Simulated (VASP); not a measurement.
# Sb (Im-3m) in VASP: notebook

The runs below take Sb through single point, relaxation of cell and atoms, with r2SCAN.

All numbers are computed with VASP 6.6.1; they aren't measurements. Logs are shortened: lines on timing, memory, paths and dates and some standing lists are left out, and cuts for length are marked.

## Step 1: The cell of the first run

Symmetry: Im-3m, No. 229, cubic system. Conventional cell: a = 3.777 Å, b = 3.777 Å, c = 3.777 Å, α = 90.00°, β = 90.00°, γ = 90.00°. Within 4.3 Å of Sb (site symmetry m-3m) lie 14 Sb at 3.27 to 3.78 Å.

## Step 2: Single point, r2SCAN

File POSCAR:

```
Sb
1.0
   -1.8885379888      1.8885379888      1.8885379888
    1.8885379888     -1.8885379888      1.8885379888
    1.8885379888      1.8885379888     -1.8885379888
Sb
1
Direct
    0.0000000000      0.0000000000      0.0000000000
```

File INCAR.step1:

```
SYSTEM = Sb
PREC = Accurate
ENCUT = 520
ISMEAR = 0
SIGMA = 0.1
LREAL = .FALSE.
LASPH = .TRUE.
NELM = 100
NBANDS = 8
GGA = PE
ALGO = Normal
EDIFF = 1E-4
LWAVE = .TRUE.
LCHARG = .FALSE.
```

File INCAR.step2:

```
SYSTEM = Sb
PREC = Accurate
ENCUT = 520
EDIFF = 1E-6
ISMEAR = 0
SIGMA = 0.1
LREAL = .FALSE.
LASPH = .TRUE.
NELM = 100
ALGO = Normal
ISIF = 2
LWAVE = .FALSE.
LCHARG = .FALSE.
METAGGA = R2SCAN
LMIXTAU = .TRUE.
NBANDS = 8
ISTART = 1
```

File KPOINTS:

```
regular mesh
0
G
  20 20 20
  0 0 0
```

Potentials or basis: VASP PAW PBE potentials, release 64 (Sb).

Launch:

```bash
$ cat potpaw_PBE.64/Sb/POTCAR > POTCAR
$ cp INCAR.step1 INCAR
$ mpirun -np 1 vasp_std > vasp.out
$ cp INCAR.step2 INCAR
$ mpirun -np 1 vasp_std > vasp.out
```

OUTCAR:

```text
SYSTEM = Sb
   PREC = Accurate
   ENCUT = 520
   EDIFF = 1E-6
   ISMEAR = 0
   LREAL = .FALSE.
   LASPH = .TRUE.
   NELM = 100
   ISIF = 2
   METAGGA = R2SCAN
   ISTART = 1

 ion  position               nearest neighbor table
   1  0.000  0.000  0.000-

  LATTYP: Found a body centered cubic cell.
 ALAT       =     3.7770759776

  Lattice vectors:

 A1 = (  -1.8885379888,   1.8885379888,   1.8885379888)
 A2 = (   1.8885379888,  -1.8885379888,   1.8885379888)
 A3 = (   1.8885379888,   1.8885379888,  -1.8885379888)

Analysis of symmetry for initial positions (statically):
=====================================================================
 Subroutine PRICEL returns:
 Original cell was already a primitive cell.

 Routine SETGRP: Setting up the symmetry group for a
 body centered cubic supercell.

 Subroutine GETGRP returns: Found 48 space group operations
 (whereof 48 operations were pure point group operations)
 out of a pool of 48 trial point group operations.

The static configuration has the point symmetry O_h .

Analysis of symmetry for dynamics (positions and initial velocities):
=====================================================================
 Subroutine PRICEL returns:
 Original cell was already a primitive cell.

 Routine SETGRP: Setting up the symmetry group for a
 body centered cubic supercell.

 Subroutine GETGRP returns: Found 48 space group operations
 (whereof 48 operations were pure point group operations)
 out of a pool of 48 trial point group operations.

The dynamic configuration has the point symmetry O_h .

 Subroutine INISYM returns: Found 48 space group operations
 (whereof 48 operations are pure point group operations),
 and found     1 'primitive' translations

----------------------------------------------------------------------------------------

                                     Primitive cell

  volume of cell :      26.9425

  direct lattice vectors                    reciprocal lattice vectors
    -1.888537989  1.888537989  1.888537989     0.000000000  0.264755066  0.264755066
     1.888537989 -1.888537989  1.888537989     0.264755066  0.000000000  0.264755066
     1.888537989  1.888537989 -1.888537989     0.264755066  0.264755066  0.000000000

  length of vectors
     3.271043749  3.271043749  3.271043749     0.374420205  0.374420205  0.374420205

  position of ions in fractional coordinates (direct lattice)
     0.000000000  0.000000000  0.000000000

  ion indices of the primitive-cell ions
   primitive index   ion index
                 1           1

----------------------------------------------------------------------------------------

 KPOINTS: regular mesh

Automatic generation of k-mesh.
 Grid dimensions read from file:
 generate k-points for:   20   20   20

 Generating k-lattice:

  Cartesian coordinates                     Fractional coordinates (reciprocal lattice)
     0.000000000  0.013237753  0.013237753     0.050000000  0.000000000  0.000000000
     0.013237753  0.000000000  0.013237753     0.000000000  0.050000000  0.000000000
     0.013237753  0.013237753  0.000000000     0.000000000  0.000000000  0.050000000

  Length of vectors
     0.018721010  0.018721010  0.018721010

  Shift w.r.t. Gamma in fractional coordinates (k-lattice)
     0.000000000  0.000000000  0.000000000

 Subroutine IBZKPT returns following result:
 ===========================================

 Found    256 irreducible k-points:

 Following reciprocal coordinates:
            Coordinates               Weight
  0.000000  0.000000  0.000000      1.000000
  0.050000  0.000000  0.000000     12.000000
  0.100000  0.000000  0.000000     12.000000
  0.150000  0.000000  0.000000     12.000000
  0.200000  0.000000  0.000000     12.000000
  0.250000  0.000000  0.000000     12.000000
[... 16 lines left out ...]
  0.200000  0.100000  0.000000     48.000000
  0.250000  0.100000  0.000000     48.000000
 [... further k-points ...]
   k-points           NKPTS =    256   k-points in BZ     NKDIM =    256   number of bands    NBANDS=      8
   number of dos      NEDOS =    301   number of ions     NIONS =      1
   total plane-waves  NPLWV =  13824
   dimension x,y,z NGX =    24 NGY =   24 NGZ =   24
   dimension x,y,z NGXF=    48 NGYF=   48 NGZF=   48
   ions per type =               1
   NGX,Y,Z   is equivalent  to a cutoff of  12.20, 12.20, 12.20 a.u.
   NGXF,Y,Z  is equivalent  to a cutoff of  24.40, 24.40, 24.40 a.u.
 SYSTEM =  Sb
   PREC   = accura    normal or accurate (medium, high low for compatibility)
   ISTART =      1    job   : 0-new  1-cont  2-samecut
   ICHARG =      0    charge: 1-file 2-atom 10-const
   ISPIN  =      1    spin polarized calculation?
   LNONCOLLINEAR =      F non collinear calculations
   LSORBIT =      F    spin-orbit coupling
   LASPH  =      T    aspherical Exc in radial PAW
   ENCUT  =  520.0 eV  38.22 Ry    6.18 a.u.   6.08  6.08  6.08*2*pi/ulx,y,z
   NELM   =    100;   NELMIN=  2; NELMDL=  0     # of ELM steps
   EDIFF  = 0.1E-05   stopping-criterion for ELM
   LREAL  =      F    real-space projection
   EDIFFG = 0.1E-04   stopping-criterion for IOM
   NSW    =      0    number of steps for IOM
   IBRION =     -1    ionic relax: 0-MD 1-quasi-New 2-CG
   NFREE  =      0    steps in history (QN), initial steepest desc. (CG)
   ISIF   =      2    stress and relaxation
   ISYM   =      2    0-nonsym 1-usesym 2-fastsym
   POTIM  = 0.5000    time-step for ionic-motion
   TEBEG  =    0.0;   TEEND  =   0.0 temperature during run
   PSTRESS=    0.0 pullay stress
   NELECT =       5.0000    total number of electrons
   NUPDOWN=      -1.0000    fix difference up-down
   EMIN   =  10.00;   EMAX   =-10.00  energy-range for DOS
   EFERMI =   0.00;   METHOD = LEGACY
   ISMEAR =     0;   SIGMA  =   0.10  broadening in eV -4-tet -1-fermi 0-gaus
   EFERMI_NEDOS =   21; number of points for ismear=-14 and -15
   IALGO  =     38    algorithm
   IMIX   =      4    mixing-type and parameters
     AMIX     =   0.40;   BMIX     =  1.00
     AMIX_MAG =   1.60;   BMIX_MAG =  1.00
  volume/ion in A,a.u.               =      26.94       181.82
  Fermi-wavevector in a.u.,A,eV,Ry     =   0.933797  1.764620 11.863963  0.871977
  Thomas-Fermi vector in A             =   2.060536
   LORBIT       =      0    0 simple, 1 ext, 2 COOP (PROOUT), +10 PAW based schemes
   METAGGA = R2SCAN    functional components
   LHFCALC =     F    Hartree Fock is set to
   AEXX    =    0.0000 exact exchange contribution
   IVDW    =     0    specifies the selected vdW correction
   LEPSILON=     F    determine dielectric tensor
   LRPA    =     F    only Hartree local field effects (RPA)
 non-spin polarized calculation
 Gauss-broadening in eV      SIGMA  =   0.10
  energy-cutoff  :      520.00
  volume of cell :       26.94
 maximum number of plane-waves:       738
   NGX = 13   NGY = 13   NGZ = 13

 number of electron       5.0000000 magnetization

 Free energy of the ion-electron system (eV)
  ---------------------------------------------------
  ext. energy  EPLUGINS =         0.00000000
  ---------------------------------------------------
  free energy    TOTEN  =       -25.34880007 eV

  energy without entropy =      -25.34531293  energy(sigma->0) =      -25.34705650

 E-fermi :   8.3738     XC(G=0): -10.7734

 val. band max:        8.3728833595   @ k =   0.2500   0.1500   0.0500
 cond. band min:       8.3982516242   @ k =  -0.4500   0.4500   0.3000
 fundamental gap:      0.0253682647
 Fermi energy:         8.3738386719

 k-point     1 :       0.0000    0.0000    0.0000
  band No.  band energies     occupation
      1      -5.0764      2.00000
      2      14.1473      0.00000
      3      14.1473      0.00000
      4      14.1473      0.00000
      5      19.3302      0.00000
      6      19.3302      0.00000
      7      19.3302      0.00000
      8      21.0381      0.00000

 k-point     2 :       0.0500    0.0000    0.0000
  band No.  band energies     occupation
      1      -5.0210      2.00000
      2      13.7011      0.00000
      3      13.9478      0.00000
      4      14.1040      0.00000
      5      18.9832      0.00000
      6      19.0946      0.00000
      7      19.5912      0.00000
      8      20.5649      0.00000

 k-point     3 :       0.1000    0.0000    0.0000
  band No.  band energies     occupation
      1      -4.8551      2.00000
      2      12.5841      0.00000
      3      13.4493      0.00000
      4      13.9763      0.00000
      5      18.3613      0.00000
      6      18.4359      0.00000
      7      20.2741      0.00000
      8      20.3223      0.00000

 k-point     4 :       0.1500    0.0000    0.0000
  band No.  band energies     occupation
      1      -4.5795      2.00000
      2      11.1434      0.00000
      3      12.8201      0.00000
      4      13.7745      0.00000
      5      17.7206      0.00000
      6      17.7446      0.00000
      7      20.1629      0.00000
      8      20.7552      0.00000

 k-point     5 :       0.2000    0.0000    0.0000
  band No.  band energies     occupation
      1      -4.1959      2.00000
      2       9.5912      0.00000
      3      12.1738      0.00000
      4      13.5201      0.00000
      5      17.0881      0.00000
      6      17.1915      0.00000
      7      20.2118      0.00000
      8      21.0554      0.00000
[... 177 lines left out ...]
 k-point    22 :       0.1500    0.1000    0.0000
  band No.  band energies     occupation
      1      -4.0324      2.00000
      2       9.3909      0.00000
      3      11.4338      0.00000
      4      12.9289      0.00000
      5      17.3254      0.00000
      6      17.9750      0.00000
      7      19.8386      0.00000
      8      21.3701      0.00000

 k-point    23 :       0.2000    0.1000    0.0000
  band No.  band energies     occupation
      1      -3.5462      2.00000
      2       7.9955      2.00000
      3      10.7006      0.00000
      4      12.5835      0.00000
      5      16.9226      0.00000
      6      17.8673      0.00000
      7      19.8268      0.00000
      8      22.3391      0.00000

 k-point    24 :       0.2500    0.1000    0.0000
  band No.  band energies     occupation
      1      -2.9636      2.00000
      2       6.5858      2.00000
      3      10.1076      0.00000
      4      12.2667      0.00000
      5      16.5576      0.00000
      6      17.7461      0.00000
      7      20.0030      0.00000
      8      23.1240      0.00000

 [... further k-points ...]

------------------------ aborting loop because EDIFF is reached ----------------------------------------

  FORCE on cell =-STRESS in cart. coord.  units (eV):
  Direction    XX          YY          ZZ          XY          YZ          ZX
  --------------------------------------------------------------------------------------
  -------------------------------------------------------------------------------------
  Total       -0.0182256     -0.0182256     -0.0182256     -0.0000000      0.0000000      0.0000000
  in kB       -1.0838176     -1.0838176     -1.0838176     -0.0000000      0.0000000      0.0000000
  external PRESSURE =      -1.0838176 kB  Pullay stress =       0.0000000 kB

 VOLUME and BASIS-vectors are now :
 -----------------------------------------------------------------------------
  energy-cutoff  :      520.00
  volume of cell :       26.94
      direct lattice vectors                 reciprocal lattice vectors
    -1.888537989  1.888537989  1.888537989     0.000000000  0.264755066  0.264755066
     1.888537989 -1.888537989  1.888537989     0.264755066  0.000000000  0.264755066
     1.888537989  1.888537989 -1.888537989     0.264755066  0.264755066  0.000000000

 POSITION                                       TOTAL-FORCE (eV/Angst)
 -----------------------------------------------------------------------------------
      0.00000      0.00000      0.00000        -0.000000     -0.000000     -0.000000
 -----------------------------------------------------------------------------------
    total drift:                                0.000000      0.000000      0.000000

  FREE ENERGIE OF THE ION-ELECTRON SYSTEM (eV)
  ---------------------------------------------------
  free  energy   TOTEN  =       -25.3488000661 eV

  energy  without entropy=      -25.3453129330  energy(sigma->0) =      -25.34705650
```

Wall time 43 s (1 thread of Intel Xeon 6975P-C (Granite Rapids), shared host); peak memory 0.18 GiB.

Results:

```
Free energy : -25.3488 eV
Pressure    : -0.1 GPa
```

Levels at points of the mesh, in eV from the Fermi level:
```
           k point  band 1  band 2  band 3  band 4  band 5  band 6  band 7  band 8
(0.00, 0.00, 0.00)  -13.45    5.77    5.77    5.77   10.96   10.96   10.96   12.66
(0.50, 0.00, 0.00)   -9.15   -5.88    1.69    4.04    7.01    7.26   14.75   15.84
(0.50, 0.50, 0.50)   -5.62   -2.20   -2.20   -2.20    3.38    3.38   18.36   18.36
```

Caveat: the PAW data sets were made with another functional, which shifts forces and pressure a little; spin-orbit coupling is left out, which moves the levels of the heavy elements.

(Continued in part 2 of 2.)
